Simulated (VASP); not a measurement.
The system is As.

```
As
1.0
     2.87000    0.00000    0.00000
     0.00000    2.87000    0.00000
     0.00000    0.00000    2.87000
As
1
Direct
  0.00000 0.00000 0.00000
```

This isn't the form of As at room conditions, which is rhombohedral.

| Property | Result |
| --- | --- |
| Program | VASP 6.6.1 |
| Task | relaxation of cell and atoms |
| Functional | r2SCAN |
| Potentials or basis | VASP PAW PBE potentials, release 64 (As) |
| Cutoff | 600 eV |
| k mesh | 9 × 9 × 9 |
| Occupations | gaussian, width 0.1 eV |
| Spin | no spin polarisation |

At the start: pressure -10.4 GPa; volume 23.64 Å³/atom.

Question: How do energy, volume and symmetry change on relaxing?

Answer: Over 4 steps the energy falls by 148.2 meV/atom and the volume is 19.64 Å³/atom (-16.9 %); space group Pm-3m (No. 221, to 0.1 Å) before and after.

Step by step:
```csv
step,energy change (eV),largest force (eV/Å),pressure (GPa),volume (Å³)
1,0.0000,0.0000,-10.36,23.64
2,-0.1363,0.0000,4.57,18.78
3,-0.1482,0.0000,-0.20,19.71
4,-0.1482,0.0000,0.12,19.64
```

Final structure:
```
As
1.0
     2.69798    0.00000    0.00000
     0.00000    2.69798    0.00000
     0.00000    0.00000    2.69798
As
1
Direct
  0.00000 0.00000 0.00000
```

Caveat: the volume moved by over 15 % at a fixed basis, so the end points are rough; the PAW data sets were made with another functional, which shifts forces and pressure a little.
